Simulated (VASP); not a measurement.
Runs of VASP 6.6.1 on BaZrO3. The structure is that of space group Pm-3m (No. 221), or close to it. The cells are those of the table. 

| task | level | spin | cell | cutoff (eV) | smearing | gap on the mesh (eV) | pressure (GPa) |
| --- | --- | --- | --- | --- | --- | --- | --- |
| single point | PBE | off | a = 4.205 Å, 5 atoms | 520 | fermi-dirac 0.02 eV | (a) | 3.4 |
| single point | PBE | off | a = 4.227 Å, 5 atoms | 520 | fermi-dirac 0.02 eV | 3.13 | 0.9 |
| single point | r2SCAN | off | a = 4.205 Å, 5 atoms | 520 | gaussian 0.01 eV | 3.68 | 1.0 |
| single point | PBEsol | off | a = 4.181 Å, 5 atoms | 520 | fermi-dirac 0.02 eV | (b) | 1.2 |
| single point | r2SCAN | off | a = 4.205 Å, 5 atoms | 520 | fermi-dirac 0.02 eV | 3.68 | 1.0 |
| single point | PBE | non-collinear, zero start, SOC | a = 4.205 Å, 5 atoms | 520 | gaussian 0.01 eV | - | 3.4 |
| relaxation of cell and atoms | PBEsol | off | relaxed from a = 4.227 Å, 5 atoms | 600 | fermi-dirac 0.02 eV | 3.11 | 0.0 |

Alike in all rows: potentials or basis VASP PAW PBE potentials, release 64 (Ba_sv, Zr_sv, O); k mesh 6 × 6 × 6.

Problem. Estimate the missing entries.

Solution. (a) 3.17; (b) 3.12.

Caveats: spin-orbit coupling is left out, which moves the levels of the heavy elements (at least some runs); the PAW data sets were made with another functional, which shifts forces and pressure a little (at least some runs); the cell stands under pressure (at least some runs).

A k mesh can miss the band edges, and rows without SOC leave out spin-orbit coupling on Ba, Zr.
